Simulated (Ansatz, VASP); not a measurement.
**One calculation of Cr, two programs**

The input INCAR:

```
SYSTEM = Cr
PREC = Accurate ; ENCUT = 520
EDIFF = 1E-6 ; ISMEAR = -1
SIGMA = 0.1 ; LREAL = .FALSE.
LASPH = .TRUE. ; NELM = 150
ALGO = Normal ; ISIF = 2
LWAVE = .FALSE. ; LCHARG = .FALSE.
ISPIN = 2 ; MAGMOM = 3.9 -3.9
LORBIT = 11 ; LMAXMIX = 4
GGA = PS ; NBANDS = 23
```

KPOINTS

```
Automatic mesh
0
G
  10 10 10
  0 0 0
```

The input POSCAR:

```
Cr
1.0
    2.9885611558      0.0000000000      0.0000000000
    0.0000000000      2.9885611558      0.0000000000
    0.0000000000      0.0000000000      2.9885611558
Cr
2
Direct
    0.0000000000      0.0000000000      0.0000000000
    0.5000000000      0.5000000000      0.5000000000
```

Input for Ansatz:

```yaml
crystal:
  lattice:
    - [2.98856115579031, 0.0, 0.0]
    - [0.0, 2.98856115579031, 0.0]
    - [0.0, 0.0, 2.98856115579031]
  atoms:
    - { symbol: Cr, position: [0.0, 0.0, 0.0], spin: 3.9 }
    - { symbol: Cr, position: [0.5, 0.5, 0.5], spin: -3.9 }
kpoints:
  mp_grid:
    grid: [10, 10, 10]
hamiltonian:
  xc: pbesol
  pseudopotentials:
    kind: all_electron
    lapw:
      basis_error: 0.002
magnetization:
  spin_polarized: true
scf:
  occupations:
    method: fermi_dirac
```

Alike in both runs: task single point; functional PBEsol; k mesh 10 × 10 × 10; collinear spin.

|  | VASP | Ansatz |
| --- | --- | --- |
| version | VASP 6.6.1 | Ansatz 0.2.0 |
| potentials or method | VASP PAW PBE potentials, release 64 (Cr_pv), cutoff 520 eV | all-electron (LAPW or listed datasets) |
| occupations | fermi-dirac, width 0.1 eV | fermi-dirac |

```tsv
	VASP	Ansatz	Ansatz less VASP
net moment per atom (μB)	0.00	0.00	0.000
size of the moment on the site where the two differ most (μB)	1.81	1.77	-0.042
```

VASP's potentials were made for PBE, not for PBEsol. Site moments also hang on the region over which each program counts them. Ansatz ran all-electron here, and VASP with PAW potentials.
